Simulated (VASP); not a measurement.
# Cr (P6/mmm) in VASP: single point with LDA

Aim: the single point of Cr with LDA.

Program: VASP 6.6.1. These are calculated values, not measurements. Logs are shortened: lines on timing, memory, paths and dates and some standing lists are left out, and cuts for length are marked.

## Step 1: The cell of the first run

The structure is hexagonal, space group P6/mmm (No. 191). Conventional cell: a = 3.980 Å, b = 3.980 Å, c = 2.133 Å, α = 90.00°, β = 90.00°, γ = 120.00°. Cr (site symmetry 6/mmm) has 14 Cr at 2.13 to 2.53 Å within 2.8 Å. Cr (site symmetry -6m2) has 11 Cr at 2.13 to 2.53 Å within 2.8 Å.

This isn't the form of Cr at room conditions, which is bcc.

## Step 2: Single point, LDA, collinear spin, ferromagnetic start (9.75 Å³/atom)

Contents of INCAR:

```
PREC = Accurate ; ENCUT = 700
EDIFF = 1E-6 ; ISMEAR = -1
SIGMA = 0.05 ; LREAL = False
LASPH = True ; NELM = 200
ALGO = Normal ; ISIF = 2
LWAVE = False ; LCHARG = False
ISPIN = 2 ; MAGMOM = 1.5 1.5 1.5
LORBIT = 11 ; LMAXMIX = 4
NBANDS = 32 ; GGA_COMPAT = False
```

Contents of KPOINTS:

```
regular mesh
0
Gamma
  10 10 16
```

Contents of POSCAR:

```
Cr
1.0
    3.9801107625      0.0000000000      0.0000000000
   -1.9900553813      3.4468770302      0.0000000000
    0.0000000000      0.0000000000      2.1329951322
Cr
3
Direct
    1.0000000000      1.0000000000      0.0000000000
    0.3333333333      0.6666666667      0.5000000000
    0.6666666667      0.3333333333      0.5000000000
```

Potentials or basis: VASP PAW LDA potentials, release 64 (Cr_sv).

Launch:

```
$ cat potpaw_LDA.64/Cr_sv/POTCAR > POTCAR
$ mpirun -np 1 vasp_std > vasp.out
```

OUTCAR:

```text
PREC = Accurate
   ENCUT = 700
   EDIFF = 1E-6
   ISMEAR = -1
   LREAL = False
   LASPH = True
   NELM = 200
   ISIF = 2
   ISPIN = 2
   LORBIT = 11

 ion  position               nearest neighbor table
   1  0.000  0.000  0.000-   2 2.53   3 2.53   2 2.53   3 2.53   3 2.53   3 2.53   2 2.53   2 2.53
                             3 2.53   3 2.53   2 2.53   2 2.53
   2  0.333  0.667  0.500-   3 2.30   3 2.30   3 2.30   1 2.53   1 2.53   1 2.53   1 2.53   1 2.53
                             1 2.53
   3  0.667  0.333  0.500-   2 2.30   2 2.30   2 2.30   1 2.53   1 2.53   1 2.53   1 2.53   1 2.53
                             1 2.53

  LATTYP: Found a hexagonal cell.
 ALAT       =     3.9801107625
 C/A-ratio  =     0.5359135108

  Lattice vectors:

 A1 = (   3.9801107625,   0.0000000000,   0.0000000000)
 A2 = (  -1.9900553813,   3.4468770302,   0.0000000000)
 A3 = (   0.0000000000,   0.0000000000,   2.1329951322)

Analysis of symmetry for initial positions (statically):
=====================================================================
 Subroutine PRICEL returns:
 Original cell was already a primitive cell.

 Routine SETGRP: Setting up the symmetry group for a
 hexagonal supercell.

 Subroutine GETGRP returns: Found 24 space group operations
 (whereof 24 operations were pure point group operations)
 out of a pool of 24 trial point group operations.

The static configuration has the point symmetry D_6h.

Analysis of symmetry for dynamics (positions and initial velocities):
=====================================================================
 Subroutine PRICEL returns:
 Original cell was already a primitive cell.

 Routine SETGRP: Setting up the symmetry group for a
 hexagonal supercell.

 Subroutine GETGRP returns: Found 24 space group operations
 (whereof 24 operations were pure point group operations)
 out of a pool of 24 trial point group operations.

The dynamic configuration has the point symmetry D_6h.

Analysis of structural, dynamic, and magnetic symmetry:
=====================================================================
 Subroutine PRICEL returns:
 Original cell was already a primitive cell.

 Routine SETGRP: Setting up the symmetry group for a
 hexagonal supercell.

 Subroutine GETGRP returns: Found 24 space group operations
 (whereof 24 operations were pure point group operations)
 out of a pool of 24 trial point group operations.

The overall configuration has the point symmetry D_6h.

 Subroutine INISYM returns: Found 24 space group operations
 (whereof 24 operations are pure point group operations),
 and found     1 'primitive' translations

----------------------------------------------------------------------------------------

                                     Primitive cell

  volume of cell :      29.2625

  direct lattice vectors                    reciprocal lattice vectors
     3.980110762  0.000000000  0.000000000     0.251249289  0.145058845  0.000000000
    -1.990055381  3.446877030  0.000000000     0.000000000  0.290117690  0.000000000
     0.000000000  0.000000000  2.132995132     0.000000000  0.000000000  0.468824324

  length of vectors
     3.980110762  3.980110763  2.132995132     0.290117690  0.290117690  0.468824324

  position of ions in fractional coordinates (direct lattice)
     0.000000000  0.000000000  0.000000000
     0.333333333  0.666666667  0.500000000
     0.666666667  0.333333333  0.500000000

  ion indices of the primitive-cell ions
   primitive index   ion index
                 1           1
                 2           2
                 3           3

----------------------------------------------------------------------------------------

 KPOINTS: regular mesh

Automatic generation of k-mesh.
 Grid dimensions read from file:
 generate k-points for:   10   10   16

 Generating k-lattice:

  Cartesian coordinates                     Fractional coordinates (reciprocal lattice)
     0.025124929  0.014505884  0.000000000     0.100000000 -0.000000000  0.000000000
     0.000000000  0.029011769  0.000000000     0.000000000  0.100000000  0.000000000
     0.000000000  0.000000000  0.029301520     0.000000000  0.000000000  0.062500000

  Length of vectors
     0.029011769  0.029011769  0.029301520

  Shift w.r.t. Gamma in fractional coordinates (k-lattice)
     0.000000000  0.000000000  0.000000000

 Subroutine IBZKPT returns following result:
 ===========================================

 Found    126 irreducible k-points:

 Following reciprocal coordinates:
            Coordinates               Weight
  0.000000  0.000000  0.000000      1.000000
  0.100000  0.000000  0.000000      6.000000
  0.200000  0.000000  0.000000      6.000000
  0.300000  0.000000  0.000000      6.000000
  0.400000 -0.000000  0.000000      6.000000
  0.500000  0.000000  0.000000      3.000000
[... 16 lines left out ...]
  0.300000  0.100000  0.062500     24.000000
  0.400000  0.100000  0.062500     24.000000
 [... further k-points ...]
   k-points           NKPTS =    126   k-points in BZ     NKDIM =    126   number of bands    NBANDS=     32
   number of dos      NEDOS =    301   number of ions     NIONS =      3
   total plane-waves  NPLWV =  23328
   dimension x,y,z NGX =    36 NGY =   36 NGZ =   18
   dimension x,y,z NGXF=    72 NGYF=   72 NGZF=   36
   ions per type =               3
   NGX,Y,Z   is equivalent  to a cutoff of  15.04, 15.04, 14.03 a.u.
   NGXF,Y,Z  is equivalent  to a cutoff of  30.07, 30.07, 28.06 a.u.
 SYSTEM =  unknown system
   PREC   = accura    normal or accurate (medium, high low for compatibility)
   ISTART =      0    job   : 0-new  1-cont  2-samecut
   ICHARG =      2    charge: 1-file 2-atom 10-const
   ISPIN  =      2    spin polarized calculation?
   LNONCOLLINEAR =      F non collinear calculations
   LSORBIT =      F    spin-orbit coupling
   LASPH  =      T    aspherical Exc in radial PAW
   ENCUT  =  700.0 eV  51.45 Ry    7.17 a.u.   8.59  8.59  4.60*2*pi/ulx,y,z
   NELM   =    200;   NELMIN=  2; NELMDL= -5     # of ELM steps
   EDIFF  = 0.1E-05   stopping-criterion for ELM
   LREAL  =      F    real-space projection
   EDIFFG = 0.1E-04   stopping-criterion for IOM
   NSW    =      0    number of steps for IOM
   IBRION =     -1    ionic relax: 0-MD 1-quasi-New 2-CG
   NFREE  =      0    steps in history (QN), initial steepest desc. (CG)
   ISIF   =      2    stress and relaxation
   ISYM   =      2    0-nonsym 1-usesym 2-fastsym
   POTIM  = 0.5000    time-step for ionic-motion
   TEBEG  =    0.0;   TEEND  =   0.0 temperature during run
   PSTRESS=    0.0 pullay stress
   NELECT =      42.0000    total number of electrons
   NUPDOWN=      -1.0000    fix difference up-down
   EMIN   =  10.00;   EMAX   =-10.00  energy-range for DOS
   EFERMI =   0.00;   METHOD = LEGACY
   ISMEAR =    -1;   SIGMA  =   0.05  broadening in eV -4-tet -1-fermi 0-gaus
   EFERMI_NEDOS =   21; number of points for ismear=-14 and -15
   IALGO  =     38    algorithm
   IMIX   =      4    mixing-type and parameters
     AMIX     =   0.40;   BMIX     =  1.00
     AMIX_MAG =   1.60;   BMIX_MAG =  1.00
  volume/ion in A,a.u.               =       9.75        65.82
  Fermi-wavevector in a.u.,A,eV,Ry     =   1.846663  3.489687 46.398103  3.410164
  Thomas-Fermi vector in A             =   2.897662
   LORBIT       =     11    0 simple, 1 ext, 2 COOP (PROOUT), +10 PAW based schemes
   GGA     = CA    functional components
   LHFCALC =     F    Hartree Fock is set to
   AEXX    =    0.0000 exact exchange contribution
   IVDW    =     0    specifies the selected vdW correction
   LEPSILON=     F    determine dielectric tensor
   LRPA    =     F    only Hartree local field effects (RPA)
 spin polarized calculation
  energy-cutoff  :      700.00
  volume of cell :       29.26
 maximum number of plane-waves:      1275
 NGX is ok and might be reduce to    36
   NGX = 17   NGY = 17   NGZ =  9

 number of electron      42.0000022 magnetization      -0.0284708

 number of electron      42.0000022 magnetization       0.0003083

 Free energy of the ion-electron system (eV)
  ---------------------------------------------------
  ext. energy  EPLUGINS =         0.00000000
  ---------------------------------------------------
  free energy    TOTEN  =       -30.50804202 eV

  energy without entropy =      -30.47356703  energy(sigma->0) =      -30.49080452

 E-fermi :  16.6379     XC(G=0): -15.0584

 val. band max:       16.6370596394   @ k =   0.3000   0.3000   0.2500
 cond. band min:      16.6405565249   @ k =   0.4000   0.2000   0.4375
 fundamental gap:      0.0034968855
 Fermi energy:        16.6378914207

 spin component 1

 k-point     1 :       0.0000    0.0000    0.0000
  band No.  band energies     occupation
      1     -54.4302      1.00000
      2     -54.1248      1.00000
      3     -53.9665      1.00000
      4     -26.2983      1.00000
      5     -26.2983      1.00000
      6     -26.2178      1.00000
[... 24 lines left out ...]
     31      26.1407      0.00000
     32      26.1407      0.00000
[... 774 lines left out ...]
      2     -54.1568      1.00000
      3     -54.0497      1.00000
      4     -26.6329      1.00000
      5     -26.2228      1.00000
      6     -26.0341      1.00000
[... 24 lines left out ...]
     31      28.3905      0.00000
     32      32.8077      0.00000

 [... further k-points ...]

 spin component 2

 k-point     1 :       0.0000    0.0000    0.0000
  band No.  band energies     occupation
      1     -54.4301      1.00000
      2     -54.1248      1.00000
      3     -53.9664      1.00000
      4     -26.2982      1.00000
      5     -26.2982      1.00000
      6     -26.2177      1.00000
[... 24 lines left out ...]
     31      26.1408      0.00000
     32      26.1408      0.00000
[... 774 lines left out ...]
      2     -54.1567      1.00000
      3     -54.0496      1.00000
      4     -26.6328      1.00000
      5     -26.2227      1.00000
      6     -26.0340      1.00000
[... 24 lines left out ...]
     31      28.3906      0.00000
     32      32.8077      0.00000

 [... further k-points ...]
[... 5 lines left out ...]
  --------------------------------------------------------------------------------------
  -------------------------------------------------------------------------------------
  Total        8.0379052      8.0379052      9.1031062     -0.0000000     -0.0000000      0.0000000
  in kB      440.0911666    440.0911666    498.4130219     -0.0000000     -0.0000000      0.0000000
  external PRESSURE =     459.5317850 kB  Pullay stress =       0.0000000 kB

 VOLUME and BASIS-vectors are now :
 -----------------------------------------------------------------------------
  energy-cutoff  :      700.00
  volume of cell :       29.26
      direct lattice vectors                 reciprocal lattice vectors
     3.980110762  0.000000000  0.000000000     0.251249289  0.145058845  0.000000000
    -1.990055381  3.446877030  0.000000000     0.000000000  0.290117690  0.000000000
     0.000000000  0.000000000  2.132995132     0.000000000  0.000000000  0.468824324

 POSITION                                       TOTAL-FORCE (eV/Angst)
 -----------------------------------------------------------------------------------
      0.00000      0.00000      0.00000         0.000000      0.000000      0.000000
     -0.00000      2.29792      1.06650         0.000000     -0.000000     -0.000000
      1.99006      1.14896      1.06650        -0.000000      0.000000      0.000000
 -----------------------------------------------------------------------------------
    total drift:                                0.000000      0.000000     -0.000000

  FREE ENERGIE OF THE ION-ELECTRON SYSTEM (eV)
  ---------------------------------------------------
  free  energy   TOTEN  =       -30.5080420152 eV

  energy  without entropy=      -30.4735670306  energy(sigma->0) =      -30.49080452

 total charge

# of ion       s       p       d       tot
------------------------------------------
    1        2.231   6.049   3.743  12.022
    2        2.237   6.036   3.817  12.090
    3        2.237   6.036   3.817  12.090
--------------------------------------------------
tot          6.704  18.121  11.376  36.201

 magnetization (x)

# of ion       s       p       d       tot
------------------------------------------
    1        0.000   0.000   0.000   0.000
    2        0.000   0.000   0.000   0.000
    3        0.000   0.000   0.000   0.000
--------------------------------------------------
tot          0.000   0.000   0.000   0.000
```

Wall time 4.9 min (1 thread of Intel Xeon Platinum 8259CL at 2.50GHz (Skylake/Cascade Lake), shared host); peak memory 0.33 GiB.

What came out:

* Free energy: -30.5080 eV
* Pressure: 46.0 GPa
* Band gap on the k mesh: zero (filled and empty bands overlap)
* Net moment: 0.00 μB per cell
* Valence electrons inside the program's atomic spheres: Cr 12.02, 12.09 (each value once)

Levels at points of the mesh, in eV from the Fermi level:
Spin up:
| k point | band 17 | band 18 | band 19 | band 20 | band 21 | band 22 | band 23 | band 24 | band 25 | band 26 |
| --- | --- | --- | --- | --- | --- | --- | --- | --- | --- | --- |
| (0.00, 0.00, 0.00) | -2.58 | -2.50 | -2.50 | -2.40 | -0.53 | -0.53 | 1.69 | 1.69 | 1.76 | 1.76 |
| (0.50, 0.00, 0.00) | -3.12 | -2.63 | -2.33 | -2.23 | 0.95 | 0.96 | 1.75 | 1.87 | 1.95 | 2.23 |
| (0.00, 0.00, 0.50) | -2.55 | -1.56 | -1.34 | -1.34 | 0.13 | 0.13 | 1.96 | 1.96 | 2.50 | 2.50 |
| (0.50, 0.00, 0.50) | -2.50 | -1.83 | -1.80 | -0.21 | -0.18 | 1.11 | 1.52 | 1.91 | 1.98 | 3.29 |
Spin down:
```csv
k point,band 19,band 20,band 21,band 22,band 23,band 24
"(0.00, 0.00, 0.00)",-2.50,-2.40,-0.53,-0.53,1.69,1.69
"(0.50, 0.00, 0.00)",-2.33,-2.23,0.95,0.96,1.75,1.87
"(0.00, 0.00, 0.50)",-1.34,-1.34,0.13,0.13,1.96,1.96
"(0.50, 0.00, 0.50)",-1.80,-0.21,-0.18,1.11,1.52,1.91
```

Caveat: the stress differs along the axes, from 44 to 50 GPa; the moments typed at the start vanished in this run.
